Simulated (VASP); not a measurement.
Crystal: Ti.

```xyz
1
Lattice="1.6400 1.6400 1.6400 -1.6400 1.6400 1.6400 -1.6400 -1.6400 1.6400" Properties=species:S:1:pos:R:3 pbc="T T T"
Ti    0.0000    0.0000    0.0000
```

| Property | Result |
| --- | --- |
| Program | VASP 6.6.1 |
| Task | relaxation of cell and atoms |
| Functional | r2SCAN |
| Potentials or basis | VASP PAW PBE potentials, release 64 (Ti_sv) |
| Cutoff | 600 eV |
| k mesh | 20 × 20 × 20 |
| Occupations | fermi-dirac, width 0.05 eV |
| Spin | no spin polarisation |

At the start: pressure -2.2 GPa; volume 17.64 Å³/atom.

Task: How do energy, volume and symmetry change on relaxing?

Result: Over 3 steps the energy falls by 2.6 meV/atom and the volume is 17.28 Å³/atom (-2.1 %); space group Im-3m (No. 229, to 0.05 Å).

The path:
| step | energy change (eV) | largest force (eV/Å) | pressure (GPa) | volume (Å³) |
| --- | --- | --- | --- | --- |
| 1 | 0.0000 | 0.0000 | -2.25 | 17.64 |
| 2 | -0.0012 | 0.0000 | 1.78 | 17.02 |
| 3 | -0.0026 | 0.0000 | 0.26 | 17.28 |

Final structure:
```cif
data_structure
_symmetry_space_group_name_H-M 'P 1'
_symmetry_Int_Tables_number 1
_cell_length_a 2.8209
_cell_length_b 2.8209
_cell_length_c 2.8209
_cell_angle_alpha 70.529
_cell_angle_beta 109.471
_cell_angle_gamma 70.529
_cell_volume 17.28
loop_
_atom_site_label
_atom_site_type_symbol
_atom_site_fract_x
_atom_site_fract_y
_atom_site_fract_z
_atom_site_occupancy
Ti1 Ti 0.00000 0.00000 0.00000 1
```

Caveat: the PAW data sets were made with another functional, which shifts forces and pressure a little.
